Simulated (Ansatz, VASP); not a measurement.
**One calculation of GaAs, two programs**

The input POSCAR:

```
GaAs
1.0
    0.0000000000      2.8268500000      2.8268500000
    2.8268500000      0.0000000000      2.8268500000
    2.8268500000      2.8268500000      0.0000000000
As Ga
1 1
Direct
    0.7500000000      0.7500000000      0.7500000000
    0.0000000000      0.0000000000      0.0000000000
```

INCAR.step1

```
SYSTEM = GaAs
PREC = Accurate ; ENCUT = 520
EDIFF = 1E-5 ; ISMEAR = -1
SIGMA = 0.05 ; LREAL = .False.
LASPH = .True. ; NELM = 100
ALGO = Normal ; ISIF = 2
LWAVE = .True. ; LCHARG = .False.
NBANDS = 16 ; GGA = PE
```

File INCAR.step2:

```
SYSTEM = GaAs
PREC = Accurate ; ENCUT = 520
EDIFF = 1E-6 ; ISMEAR = -1
SIGMA = 0.05 ; LREAL = .False.
LASPH = .True. ; NELM = 100
ALGO = Normal ; ISIF = 2
LWAVE = .False. ; LCHARG = .False.
GGA = PE ; LHFCALC = .True.
AEXX = 0.25 ; HFSCREEN = 0.3
PRECFOCK = Normal ; NBANDS = 16
ISTART = 1
```

File KPOINTS:

```
regular mesh
0
Gamma
  4 4 4
  0 0 0
```

File input.yaml:

```yaml
crystal:
  lattice:
    - [0.0, 2.82685, 2.82685]
    - [2.82685, 0.0, 2.82685]
    - [2.82685, 2.82685, 0.0]
  atoms:
    - { symbol: As, position: [0.75, 0.75, 0.75] }
    - { symbol: Ga, position: [0.0, 0.0, 0.0] }
hamiltonian:
  xc: { exchange: pbe, correlation: pbe, exx: { coeff: 0.25, omega: 0.3 } }
  pseudopotentials: { kind: paw }
kpoints:
  mp_grid: { grid: [4, 4, 4] }
scf:
  occupations: { method: fermi_dirac, width: 0.05 }
output:
  forces: true
  stress: true
  eigenvalues: true
```

Alike in both runs: task single point; functional PBE-based screened hybrid; k mesh 4 × 4 × 4; occupations fermi-dirac, width 0.05 eV; no spin polarisation.

|  | VASP | Ansatz |
| --- | --- | --- |
| version | VASP 6.6.1 | Ansatz 0.2.0 |
| potentials or method | VASP PAW PBE potentials, release 64 (As, Ga_d) | Ansatz PAW |
| plane-wave cutoff (eV) | 520 | 420 |
| valence electrons in the cell | 18 | 28 |

VASP gave:

- gap on the k mesh at the Fermi level (eV): 1.29
- least direct gap on the mesh (eV): 1.29
- pressure (GPa): 1.6

Q: What did Ansatz give for the same quantities?

A: gap on the k mesh at the Fermi level (eV): 1.30; least direct gap on the mesh (eV): 1.30; pressure (GPa): 1.7.

VASP's potentials were made for PBE, not for PBE-based screened hybrid. VASP's potentials hold 18 valence electrons a cell and Ansatz's 28, so a difference there can come from the potentials and not from the codes.

The k mesh is coarse, so the values compare programs but aren't converged.
